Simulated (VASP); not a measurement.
# AlAs (F-43m) in VASP: further runs

The runs below take AlAs through single point, with r2SCAN+D3(BJ), r2SCAN.

All numbers are computed with VASP 6.6.1; they aren't measurements. Logs are shortened: lines on timing, memory, paths and dates and some standing lists are left out, and cuts for length are marked.

### Step 1. The cell of the first run

It takes space group F-43m (No. 216, cubic). Conventional cell: a = 5.732 Å, b = 5.732 Å, c = 5.732 Å, α = 90.00°, β = 90.00°, γ = 90.00°. Al (site symmetry -43m) has 4 As at 2.48 Å within 3.3 Å. Within 3.3 Å of As (site symmetry -43m) lie 4 Al at 2.48 Å.

### Step 2. Single point, r2SCAN+D3(BJ) (23.54 Å³/atom)

POSCAR reads:

```
AlAs
1.0
    0.0000000000      2.8660408329      2.8660408329
    2.8660408329      0.0000000000      2.8660408329
    2.8660408329      2.8660408329      0.0000000000
Al As
1 1
Direct
    0.0000000000      0.0000000000      0.0000000000
    0.7500000000      0.7500000000      0.7500000000
```

INCAR.step1 reads:

```
PREC     = Accurate       # precision mode
ENCUT    = 550            # plane-wave cutoff, eV
ISMEAR   = 0              # smearing method
SIGMA    = 0.05           # smearing width, eV
LREAL    = F              # projectors in reciprocal space
LASPH    = T              # aspherical terms in the spheres
NELM     = 120            # most SCF steps
NBANDS   = 11             # bands
GGA      = PE             # functional
ALGO     = Normal         # electronic algorithm
EDIFF    = 1E-5           # SCF threshold, eV
LWAVE    = T              # write WAVECAR
LCHARG   = F              # write CHGCAR
GGA_COMPAT= F
```

INCAR.step2 reads:

```
PREC     = Accurate       # precision mode
ENCUT    = 550            # plane-wave cutoff, eV
EDIFF    = 1E-6           # SCF threshold, eV
ISMEAR   = 0              # smearing method
SIGMA    = 0.05           # smearing width, eV
LREAL    = F              # projectors in reciprocal space
LASPH    = T              # aspherical terms in the spheres
NELM     = 120            # most SCF steps
ALGO     = Normal         # electronic algorithm
ISIF     = 2              # what is computed and relaxed
LWAVE    = F              # write WAVECAR
LCHARG   = F              # write CHGCAR
METAGGA  = R2SCAN         # meta-GGA
LMIXTAU  = T            
IVDW     = 12             # dispersion correction
VDW_S6   = 1.0          
VDW_S8   = 0.78981345   
VDW_A1   = 0.49484001   
VDW_A2   = 5.73083694   
NBANDS   = 11             # bands
ISTART   = 1            
GGA_COMPAT= F
```

KPOINTS reads:

```
Automatic mesh
0
Gamma
  8 8 8
```

Potentials or basis: VASP PAW PBE potentials, release 64 (Al, As).

Launch:

```bash
cat potpaw_PBE.64/Al/POTCAR potpaw_PBE.64/As/POTCAR > POTCAR
cp INCAR.step1 INCAR
mpirun -np 1 vasp_std > vasp.out
cp INCAR.step2 INCAR
mpirun -np 1 vasp_std > vasp.out
```

OUTCAR:

```text
PREC = Accurate
   ENCUT = 550
   EDIFF = 1E-6
   ISMEAR = 0
   LREAL = F
   LASPH = T
   NELM = 120
   ISIF = 2
   METAGGA = R2SCAN
   IVDW = 12
   ISTART = 1
 IVDW          = 12

 ion  position               nearest neighbor table
   1  0.000  0.000  0.000-   2 2.48   2 2.48   2 2.48   2 2.48
   2  0.750  0.750  0.750-   1 2.48   1 2.48   1 2.48   1 2.48

  LATTYP: Found a face centered cubic cell.
 ALAT       =     5.7320816658

  Lattice vectors:

 A1 = (   0.0000000000,   2.8660408329,   2.8660408329)
 A2 = (   2.8660408329,   0.0000000000,   2.8660408329)
 A3 = (   2.8660408329,   2.8660408329,   0.0000000000)

Analysis of symmetry for initial positions (statically):
=====================================================================
 Subroutine PRICEL returns:
 Original cell was already a primitive cell.

 Routine SETGRP: Setting up the symmetry group for a
 face centered cubic supercell.

 Subroutine GETGRP returns: Found 24 space group operations
 (whereof 24 operations were pure point group operations)
 out of a pool of 48 trial point group operations.

The static configuration has the point symmetry T_d .

Analysis of symmetry for dynamics (positions and initial velocities):
=====================================================================
 Subroutine PRICEL returns:
 Original cell was already a primitive cell.

 Routine SETGRP: Setting up the symmetry group for a
 face centered cubic supercell.

 Subroutine GETGRP returns: Found 24 space group operations
 (whereof 24 operations were pure point group operations)
 out of a pool of 48 trial point group operations.

The dynamic configuration has the point symmetry T_d .

 Subroutine INISYM returns: Found 24 space group operations
 (whereof 24 operations are pure point group operations),
 and found     1 'primitive' translations

----------------------------------------------------------------------------------------

                                     Primitive cell

  volume of cell :      47.0844

  direct lattice vectors                    reciprocal lattice vectors
     0.000000000  2.866040833  2.866040833    -0.174456691  0.174456691  0.174456691
     2.866040833  0.000000000  2.866040833     0.174456691 -0.174456691  0.174456691
     2.866040833  2.866040833  0.000000000     0.174456691  0.174456691 -0.174456691

  length of vectors
     4.053193816  4.053193816  4.053193816     0.302167853  0.302167853  0.302167853

  position of ions in fractional coordinates (direct lattice)
     0.000000000  0.000000000  0.000000000
     0.750000000  0.750000000  0.750000000

  ion indices of the primitive-cell ions
   primitive index   ion index
                 1           1
                 2           2

----------------------------------------------------------------------------------------

 KPOINTS: Automatic mesh

Automatic generation of k-mesh.
 Grid dimensions read from file:
 generate k-points for:    8    8    8

 Generating k-lattice:

  Cartesian coordinates                     Fractional coordinates (reciprocal lattice)
    -0.021807086  0.021807086  0.021807086     0.125000000  0.000000000  0.000000000
     0.021807086 -0.021807086  0.021807086     0.000000000  0.125000000  0.000000000
     0.021807086  0.021807086 -0.021807086     0.000000000  0.000000000  0.125000000

  Length of vectors
     0.037770982  0.037770982  0.037770982

  Shift w.r.t. Gamma in fractional coordinates (k-lattice)
     0.000000000  0.000000000  0.000000000

 Subroutine IBZKPT returns following result:
 ===========================================

 Found     29 irreducible k-points:

 Following reciprocal coordinates:
            Coordinates               Weight
  0.000000  0.000000  0.000000      1.000000
  0.125000  0.000000  0.000000      8.000000
  0.250000  0.000000  0.000000      8.000000
  0.375000  0.000000  0.000000      8.000000
  0.500000  0.000000  0.000000      4.000000
  0.125000  0.125000  0.000000      6.000000
[... 16 lines left out ...]
  0.500000  0.250000  0.125000     48.000000
 -0.375000  0.250000  0.125000     24.000000
 [... further k-points ...]
   k-points           NKPTS =     29   k-points in BZ     NKDIM =     29   number of bands    NBANDS=     11
   number of dos      NEDOS =    301   number of ions     NIONS =      2
   total plane-waves  NPLWV =  32768
   dimension x,y,z NGX =    32 NGY =   32 NGZ =   32
   dimension x,y,z NGXF=    64 NGYF=   64 NGZF=   64
   ions per type =               1   1
   NGX,Y,Z   is equivalent  to a cutoff of  13.13, 13.13, 13.13 a.u.
   NGXF,Y,Z  is equivalent  to a cutoff of  26.25, 26.25, 26.25 a.u.
 SYSTEM =  unknown system
   PREC   = accura    normal or accurate (medium, high low for compatibility)
   ISTART =      1    job   : 0-new  1-cont  2-samecut
   ICHARG =      0    charge: 1-file 2-atom 10-const
   ISPIN  =      1    spin polarized calculation?
   LNONCOLLINEAR =      F non collinear calculations
   LSORBIT =      F    spin-orbit coupling
   LASPH  =      T    aspherical Exc in radial PAW
   ENCUT  =  550.0 eV  40.42 Ry    6.36 a.u.   7.75  7.75  7.75*2*pi/ulx,y,z
   NELM   =    120;   NELMIN=  2; NELMDL=  0     # of ELM steps
   EDIFF  = 0.1E-05   stopping-criterion for ELM
   LREAL  =      F    real-space projection
   EDIFFG = 0.1E-04   stopping-criterion for IOM
   NSW    =      0    number of steps for IOM
   IBRION =     -1    ionic relax: 0-MD 1-quasi-New 2-CG
   NFREE  =      0    steps in history (QN), initial steepest desc. (CG)
   ISIF   =      2    stress and relaxation
   ISYM   =      2    0-nonsym 1-usesym 2-fastsym
   POTIM  = 0.5000    time-step for ionic-motion
   TEBEG  =    0.0;   TEEND  =   0.0 temperature during run
   PSTRESS=    0.0 pullay stress
   NELECT =       8.0000    total number of electrons
   NUPDOWN=      -1.0000    fix difference up-down
   EMIN   =  10.00;   EMAX   =-10.00  energy-range for DOS
   EFERMI =   0.00;   METHOD = LEGACY
   ISMEAR =     0;   SIGMA  =   0.05  broadening in eV -4-tet -1-fermi 0-gaus
   EFERMI_NEDOS =   21; number of points for ismear=-14 and -15
   IALGO  =     38    algorithm
   IMIX   =      4    mixing-type and parameters
     AMIX     =   0.40;   BMIX     =  1.00
     AMIX_MAG =   1.60;   BMIX_MAG =  1.00
  volume/ion in A,a.u.               =      23.54       158.87
  Fermi-wavevector in a.u.,A,eV,Ry     =   0.906732  1.713476 11.186215  0.822164
  Thomas-Fermi vector in A             =   2.030455
   LORBIT       =      0    0 simple, 1 ext, 2 COOP (PROOUT), +10 PAW based schemes
   METAGGA = R2SCAN    functional components
   LHFCALC =     F    Hartree Fock is set to
   AEXX    =    0.0000 exact exchange contribution
   IVDW    =    12    specifies the selected vdW correction
   LEPSILON=     F    determine dielectric tensor
   LRPA    =     F    only Hartree local field effects (RPA)
 non-spin polarized calculation
 Gauss-broadening in eV      SIGMA  =   0.05
  energy-cutoff  :      550.00
  volume of cell :       47.08
 maximum number of plane-waves:      1411
   NGX = 15   NGY = 15   NGZ = 15

 number of electron       8.0000000 magnetization

 Free energy of the ion-electron system (eV)
  ---------------------------------------------------
  ext. energy  EPLUGINS =         0.00000000
  ---------------------------------------------------
  free energy    TOTEN  =       -22.68635586 eV

  energy without entropy =      -22.68635586  energy(sigma->0) =      -22.68635586

 E-fermi :   3.6075     XC(G=0):  -9.3014

 val. band max:        3.3521924687   @ k =   0.0000   0.0000   0.0000
 cond. band min:       5.1994752385   @ k =   0.5000   0.5000   0.0000
 fundamental gap:      1.8472827699
 Fermi energy:         3.6075208338

 k-point     1 :       0.0000    0.0000    0.0000
  band No.  band energies     occupation
      1      -8.7565      2.00000
      2       3.3522      2.00000
      3       3.3522      2.00000
      4       3.3522      2.00000
      5       5.7386      0.00000
      6       7.9917      0.00000
      7       7.9917      0.00000
      8       7.9917      0.00000
      9      12.7991      0.00000
     10      12.7991      0.00000
     11      12.8696      0.00000

 k-point     2 :       0.1250    0.0000    0.0000
  band No.  band energies     occupation
      1      -8.6038      2.00000
      2       1.9702      2.00000
      3       3.1941      2.00000
      4       3.1941      2.00000
      5       6.4674      0.00000
      6       8.2755      0.00000
      7       8.2755      0.00000
      8       8.3976      0.00000
      9      12.2307      0.00000
     10      12.2307      0.00000
     11      13.5863      0.00000

 k-point     3 :       0.2500    0.0000    0.0000
  band No.  band energies     occupation
      1      -8.1819      2.00000
      2       0.0065      2.00000
      3       2.8776      2.00000
      4       2.8776      2.00000
      5       6.3168      0.00000
      6       8.6323      0.00000
      7       8.6323      0.00000
      8      10.1803      0.00000
      9      12.1415      0.00000
     10      12.1415      0.00000
     11      13.3909      0.00000

 k-point     4 :       0.3750    0.0000    0.0000
  band No.  band energies     occupation
      1      -7.6417      2.00000
      2      -1.5464      2.00000
      3       2.6215      2.00000
      4       2.6215      2.00000
      5       5.9774      0.00000
      6       8.5356      0.00000
      7       8.5356      0.00000
      8      11.5686      0.00000
      9      13.4666      0.00000
     10      13.4666      0.00000
     11      13.6506      0.00000
[... 239 lines left out ...]
 k-point    22 :       0.3750    0.2500    0.1250
  band No.  band energies     occupation
      1      -7.8298      2.00000
      2      -0.3848      2.00000
      3       1.4429      2.00000
      4       2.3930      2.00000
      5       7.3171      0.00000
      6       7.9657      0.00000
      7       9.0805      0.00000
      8      10.2728      0.00000
      9      11.9786      0.00000
     10      14.3304      0.00000
     11      15.9725      0.00000

 k-point    23 :       0.5000    0.2500    0.1250
  band No.  band energies     occupation
      1      -7.3453      2.00000
      2      -1.4006      2.00000
      3       0.8643      2.00000
      4       2.0179      2.00000
      5       7.3911      0.00000
      6       8.2035      0.00000
      7       9.5412      0.00000
      8      10.6362      0.00000
      9      13.1721      0.00000
     10      14.4749      0.00000
     11      16.1428      0.00000

 k-point    24 :      -0.3750    0.2500    0.1250
  band No.  band energies     occupation
      1      -7.0982      2.00000
      2      -1.8762      2.00000
      3       0.7139      2.00000
      4       1.8367      2.00000
      5       7.3707      0.00000
      6       8.0061      0.00000
      7      10.4231      0.00000
      8      11.4141      0.00000
      9      12.2177      0.00000
     10      14.9589      0.00000
     11      16.2614      0.00000

 [... further k-points ...]

------------------------ aborting loop because EDIFF is reached ----------------------------------------

 Edisp (eV)   -0.28710

 E8    (eV) :    -0.0975

  FORCE on cell =-STRESS in cart. coord.  units (eV):
  Direction    XX          YY          ZZ          XY          YZ          ZX
  --------------------------------------------------------------------------------------
  -------------------------------------------------------------------------------------
  Total      -0.89885    -0.89885    -0.89885    -0.00000     0.00000    -0.00000
  in kB     -30.58573   -30.58573   -30.58573    -0.00000     0.00000    -0.00000
  external pressure =      -30.59 kB  Pullay stress =        0.00 kB

 VOLUME and BASIS-vectors are now :
 -----------------------------------------------------------------------------
  energy-cutoff  :      550.00
  volume of cell :       47.08
      direct lattice vectors                 reciprocal lattice vectors
     0.000000000  2.866040833  2.866040833    -0.174456691  0.174456691  0.174456691
     2.866040833  0.000000000  2.866040833     0.174456691 -0.174456691  0.174456691
     2.866040833  2.866040833  0.000000000     0.174456691  0.174456691 -0.174456691

 POSITION                                       TOTAL-FORCE (eV/Angst)
 -----------------------------------------------------------------------------------
      0.00000      0.00000      0.00000         0.000000      0.000000      0.000000
      4.29906      4.29906      4.29906        -0.000000     -0.000000     -0.000000
 -----------------------------------------------------------------------------------
    total drift:                               -0.000000     -0.000000     -0.000000

  FREE ENERGIE OF THE ION-ELECTRON SYSTEM (eV)
  ---------------------------------------------------
  free  energy   TOTEN  =       -22.9734573046 eV

  energy  without entropy=      -22.9734573046  energy(sigma->0) =      -22.97345730
```

Run time: 50 s. Hardware: 1 thread of Intel Xeon Platinum 8488C (Sapphire Rapids), shared host; peak memory 0.2 GiB.

What came out:

| Item | Value |
| --- | --- |
| Free energy | -22.9735 eV |
| Pressure | -3.1 GPa |
| Band gap on the k mesh | 1.85 eV (least direct gap 2.39 eV) |
| Dispersion energy per atom | -0.144 eV |

Caveat: three body term missing; the cell stands under tension; the PAW data sets were made with another functional, which shifts forces and pressure a little. r2SCAN opens gaps a little over a GGA but as a rule still falls short of measured ones.

### Step 3. Single point, r2SCAN (23.80 Å³/atom)

This run uses another cell than the first one, of 23.80 Å³/atom.

POSCAR reads:

```
AlAs
1.0
    0.0000000000      2.8763250240      2.8763250240
    2.8763250240      0.0000000000      2.8763250240
    2.8763250240      2.8763250240      0.0000000000
Al As
1 1
Direct
    0.0000000000      0.0000000000      0.0000000000
    0.7500000000      0.7500000000      0.7500000000
```

INCAR.step1 reads:

```
PREC     = Accurate       # precision mode
ENCUT    = 550            # plane-wave cutoff, eV
ISMEAR   = 0              # smearing method
SIGMA    = 0.05           # smearing width, eV
LREAL    = False          # projectors in reciprocal space
LASPH    = True           # aspherical terms in the spheres
NELM     = 120            # most SCF steps
NBANDS   = 11             # bands
GGA      = PE             # functional
ALGO     = Normal         # electronic algorithm
EDIFF    = 1E-5           # SCF threshold, eV
LWAVE    = True           # write WAVECAR
LCHARG   = False          # write CHGCAR
GGA_COMPAT= False
```

INCAR.step2 reads:

```
PREC     = Accurate       # precision mode
ENCUT    = 550            # plane-wave cutoff, eV
EDIFF    = 1E-6           # SCF threshold, eV
ISMEAR   = 0              # smearing method
SIGMA    = 0.05           # smearing width, eV
LREAL    = False          # projectors in reciprocal space
LASPH    = True           # aspherical terms in the spheres
NELM     = 120            # most SCF steps
ALGO     = Normal         # electronic algorithm
ISIF     = 2              # what is computed and relaxed
LWAVE    = False          # write WAVECAR
LCHARG   = False          # write CHGCAR
METAGGA  = R2SCAN         # meta-GGA
LMIXTAU  = True         
NBANDS   = 11             # bands
ISTART   = 1            
GGA_COMPAT= False
```

KPOINTS reads:

```
regular mesh
0
Gamma
  8 8 8
```

Potentials or basis: VASP PAW PBE potentials, release 64 (Al, As).

Launch:

```bash
cat potpaw_PBE.64/Al/POTCAR potpaw_PBE.64/As/POTCAR > POTCAR
cp INCAR.step1 INCAR
mpirun -np 1 vasp_std > vasp.out
cp INCAR.step2 INCAR
mpirun -np 1 vasp_std > vasp.out
```

Run time: 46 s. Hardware: 1 thread of Intel Xeon Platinum 8488C (Sapphire Rapids), shared host; peak memory 0.19 GiB.

The run converged. Its results:

- Free energy: -22.6786 eV
- Pressure: -2.8 GPa
- Band gap on the k mesh: 1.86 eV (least direct gap 2.30 eV)

Levels at points of the mesh, in eV from the valence-band top:
| k point | band 2 | band 3 | band 4 | band 5 | band 6 | band 7 |
| --- | --- | --- | --- | --- | --- | --- |
| (0.00, 0.00, 0.00) | 0.00 | 0.00 | 0.00 | 2.30 | 4.62 | 4.62 |
| (0.50, 0.00, 0.00) | -5.48 | -0.82 | -0.82 | 2.45 | 5.06 | 5.06 |
| (0.50, 0.50, 0.00) | -5.37 | -2.13 | -2.13 | 1.86 | 2.67 | 10.78 |

Caveat: the PAW data sets were made with another functional, which shifts forces and pressure a little. r2SCAN opens gaps a little over a GGA but as a rule still falls short of measured ones.
